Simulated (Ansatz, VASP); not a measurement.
BiAs: VASP beside Ansatz

```
CELL_PARAMETERS angstrom
0.00000 3.37829 3.30256
3.37829 0.00000 3.30256
3.37829 3.37829 0.00000
ATOMIC_POSITIONS crystal
Bi 0.00000 0.00000 0.00000
As 0.25000 0.25000 0.25000
```

Change from the starting cell: z stretched by -1.5 % at fixed volume, crystal datasets.

Alike in both runs: task electric field gradients; functional PBE; k mesh 10 × 10 × 10; occupations fermi-dirac, width 0.03 eV; no spin polarisation.

```csv
,VASP,Ansatz
version,VASP 6.6.1,Ansatz 0.2.0
potentials or method,"VASP PAW PBE potentials, release 64 (Bi_d, As), cutoff 520 eV","all-electron PAW with datasets made for the crystal, scalar-relativistic"
```

```tsv
	VASP	Ansatz	Ansatz less VASP
pressure (GPa)	0.0	0.0	+0.01
size of Vzz on the site where it differs most (V/Å²)	8.0	8.6	+0.52
```

Ansatz ran all-electron here, and VASP with PAW potentials.

Spin-orbit coupling is off throughout.
